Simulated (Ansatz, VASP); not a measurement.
One calculation of Ge, two programs

INCAR

```
  ALGO = Fast
  EDIFF = 1E-7
  ENCUT = 520
  GGA = PE
  ISIF = 2
  ISMEAR = 0
  LASPH = T
  LCHARG = F
  LREAL = F
  LWAVE = F
  NBANDS = 36
  NELM = 100
  PREC = Accurate
  SIGMA = 0.1
```

File KPOINTS:

```
k-points
0
Gamma
  12 12 12
```

Contents of POSCAR:

```
Ge
1.0
    0.0000000000      2.6959737376      4.9385095210
    2.6562758706      0.0000000000      4.9385095210
    2.6562758706      2.6959737376      0.0000000000
Ge
4
Direct
    0.7858903399      0.7858903399      0.2141096601
    0.2141096601      0.2141096601      0.7858903399
    0.2752897982      0.7247102018      0.2752897982
    0.7247102018      0.2752897982      0.7247102018
```

Input for Ansatz:

```yaml
crystal:
  lattice:
    - [0.0, 2.6959737376, 4.938509521]
    - [2.6562758706, 0.0, 4.938509521]
    - [2.6562758706, 2.6959737376, 0.0]
  atoms:
    - { symbol: Ge, position: [0.7858903399, 0.7858903399, 0.2141096601] }
    - { symbol: Ge, position: [0.2141096601, 0.2141096601, 0.7858903399] }
    - { symbol: Ge, position: [0.2752897982, 0.7247102018, 0.2752897982] }
    - { symbol: Ge, position: [0.7247102018, 0.2752897982, 0.7247102018] }
basis:
  ecutwfc: 420
kpoints:
  mp_grid: { grid: [12, 12, 12] }
hamiltonian:
  xc: pbe
scf:
  occupations: { method: gaussian, width: 0.1 }
output:
  forces: true
  stress: true
  eigenvalues: true
  populations: true
```

Alike in both runs: task single point; functional PBE; k mesh 12 × 12 × 12; occupations gaussian, width 0.1 eV; no spin polarisation.

|  | VASP | Ansatz |
| --- | --- | --- |
| version | VASP 6.6.1 | Ansatz 0.2.0 |
| potentials or method | VASP PAW PBE potentials, release 64 (Ge_d), cutoff 520 eV | scalar-relativistic, plane waves, PAW |
| valence electrons in the cell | 56 | 56 |

Ansatz gave:

| Quantity | Value |
| --- | --- |
| gap on the k mesh at the Fermi level (eV) | none |
| pressure (GPa) | 9.0 |
| traceless stress, the component that is largest in VASP (GPa) | -9.24 |
| rms of the force components (eV/Å) | 0.236 |

**Question.** What did VASP give for the same quantities?

**Answer.** gap on the k mesh at the Fermi level (eV): none; pressure (GPa): 9.1; traceless stress, the component that is largest in VASP (GPa): -9.24; rms of the force components (eV/Å): 0.235.

Atom by atom the forces differ by 0.002 eV/Å (rms over components). A gap of «none» marks a metal or a gap that the smearing closes.
